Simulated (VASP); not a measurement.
Wanted: the native input for a VASP 6.6.1 run.

```
Task                   : single point
Functional             : r2SCAN
Potentials or basis    : VASP PAW PBE potentials, release 64 (Hf_pv, O)
Cutoff                 : 520 eV
k mesh                 : 6 × 6 × 6
Occupations            : gaussian, width 0.1 eV
Spin                   : no spin polarisation
Dipole correction      : no
Further INCAR settings : ALGO = Normal; EDIFF = 1e-06; NBANDS = 56
```

HfO2:

```xyz
12
Lattice="-4.4989 4.4989 1.9630 4.4989 -4.4989 1.9630 4.4989 4.4989 -1.9630" Properties=species:S:1:pos:R:3 pbc="T T T"
Hf    0.0007    2.6254    0.0000
Hf    6.3723    0.0007    0.0000
Hf   -1.8734    4.4982    1.9630
Hf    4.4982    1.8734    1.9630
O     1.3511    4.4988    0.0000
O     3.0541   -3.0536    1.9630
O     4.4989    1.3511    0.0000
O     1.4452    1.4447    0.0000
O     3.0536    3.0541    1.9630
O    -0.0001    3.1477    1.9630
O     1.4447    7.5525    0.0000
O     3.1477    0.0001    1.9630
```

These files were run (other wordings do the same):

POSCAR

```
HfO2
1.0
   -4.4988552676      4.4988552676      1.9630097721
    4.4988552676     -4.4988552676      1.9630097721
    4.4988552676      4.4988552676     -1.9630097721
Hf O
4 8
Direct
    0.2917865856      0.0000775794      0.2918641651
    0.0000775794      0.7082134144      0.7082909938
    0.9999224206      0.2917865856      0.2917090062
    0.7082134144      0.9999224206      0.7081358349
    0.4999904561      0.1501645089      0.6501549650
    0.1606226215      0.8394349415      0.0000575629
    0.1501645089      0.5000095439      0.6501740529
    0.1605650585      0.1606226215      0.3211876800
    0.8394349415      0.8393773785      0.6788123200
    0.8498354911      0.4999904561      0.3498259471
    0.8393773785      0.1605650585      0.9999424371
    0.5000095439      0.8498354911      0.3498450350
```

INCAR.step1

```
  PREC = Accurate
  ENCUT = 520
  ISMEAR = 0
  SIGMA = 0.1
  LREAL = F
  LASPH = T
  NELM = 100
  NBANDS = 56
  GGA = PE
  ALGO = Normal
  EDIFF = 1E-4
  LWAVE = T
  LCHARG = F
```

INCAR.step2

```
  PREC = Accurate
  ENCUT = 520
  EDIFF = 1E-6
  ISMEAR = 0
  SIGMA = 0.1
  LREAL = F
  LASPH = T
  NELM = 100
  ALGO = Normal
  ISIF = 2
  LWAVE = F
  LCHARG = F
  METAGGA = R2SCAN
  LMIXTAU = T
  NBANDS = 56
  ISTART = 1
```

KPOINTS

```
regular mesh
0
Gamma
  6 6 6
```

Potentials or basis: VASP PAW PBE potentials, release 64 (Hf_pv, O).

Command:

```console
$ cat potpaw_PBE.64/Hf_pv/POTCAR potpaw_PBE.64/O/POTCAR > POTCAR
$ cp INCAR.step1 INCAR
$ mpirun -np 1 vasp_std > vasp.out
$ cp INCAR.step2 INCAR
$ mpirun -np 1 vasp_std > vasp.out
```

It gave:

The pressure is 18.9 GPa and the largest force is 1.250 eV/Å. The band gap on the k mesh is 3.86 eV (least direct gap 4.55 eV).

Caveat: the stress differs along the axes, from 15 to 21 GPa; the PAW data sets were made with another functional, which shifts forces and pressure a little; spin-orbit coupling is left out, which moves the levels of the heavy elements.

Wall time 16 min on 1 thread of Intel(R) Xeon(R) 6975P-C (Granite Rapids), on a shared host, peak memory 0.5 GiB.
